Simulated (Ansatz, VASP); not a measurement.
# Two plane-wave programs on ZnSe

```
CELL_PARAMETERS angstrom
0.00000 2.80284 2.80284
2.80284 0.00000 2.80284
2.80284 2.80284 0.00000
ATOMIC_POSITIONS crystal
Zn 0.00000 0.00000 0.00000
Se 0.75000 0.75000 0.75000
```

Alike in both runs: task single point; functional PBEsol; k mesh 8 × 8 × 8; occupations gaussian, width 0.02 eV; no spin polarisation.

```csv
,VASP,Ansatz
version,VASP 6.6.1,Ansatz 0.2.0
potentials or method,"VASP PAW PBE potentials, release 64 (Zn, Se), cutoff 520 eV","scalar-relativistic, plane waves, PAW"
valence electrons in the cell,18,28
```

```tsv
	VASP	Ansatz	Ansatz less VASP
gap on the k mesh at the Fermi level (eV)	1.30	1.30	-0.005
least direct gap on the mesh (eV)	1.30	1.30	-0.005
pressure (GPa)	1.3	1.0	-0.28
```

VASP's potentials were made for PBE, not for PBEsol. With one functional, cell and mesh, what is left measures potentials, basis and numerics. VASP's potentials hold 18 valence electrons a cell and Ansatz's 28, so a difference there can come from the potentials and not from the codes.
